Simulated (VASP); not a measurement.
A run of VASP 6.6.1:

INCAR

```
PREC     = Accurate       # precision mode
ENCUT    = 500            # plane-wave cutoff, eV
EDIFF    = 1E-6           # SCF threshold, eV
ISMEAR   = 0              # smearing method
SIGMA    = 0.01           # smearing width, eV
LREAL    = False          # projectors in reciprocal space
LASPH    = True           # aspherical terms in the spheres
NELM     = 120            # most SCF steps
ALGO     = Normal         # electronic algorithm
ISIF     = 2              # what is computed and relaxed
LWAVE    = False          # write WAVECAR
LCHARG   = False          # write CHGCAR
GGA      = PS             # functional
NBANDS   = 16             # bands
GGA_COMPAT= False
```

File KPOINTS:

```
Automatic mesh
0
Gamma
  6 6 6
```

File POSCAR:

```
AgCl
1.0
    0.0000000000      2.7731838126      2.7731838126
    2.7731838126      0.0000000000      2.7731838126
    2.7731838126      2.7731838126      0.0000000000
Ag Cl
1 1
Direct
    0.0000000000      0.0000000000      0.0000000000
    0.5000000000      0.5000000000      0.5000000000
```

Potentials or basis: VASP PAW PBE potentials, release 64 (Ag, Cl).

Run with:

```console
$ cat potpaw_PBE.64/Ag/POTCAR potpaw_PBE.64/Cl/POTCAR > POTCAR
$ mpirun -np 1 vasp_std > vasp.out
```

Hardware: 1 thread of Intel(R) Xeon(R) Platinum 8259CL CPU @ 2.50GHz (Skylake/Cascade Lake), with other jobs on the host.

Question: How long does it take, and how much memory?

Answer: Run time: 18 s on 1 thread of Intel(R) Xeon(R) Platinum 8259CL CPU @ 2.50GHz (Skylake/Cascade Lake), on a shared host, peak memory 0.16 GiB. Counts: scf iterations 12, k points 16.
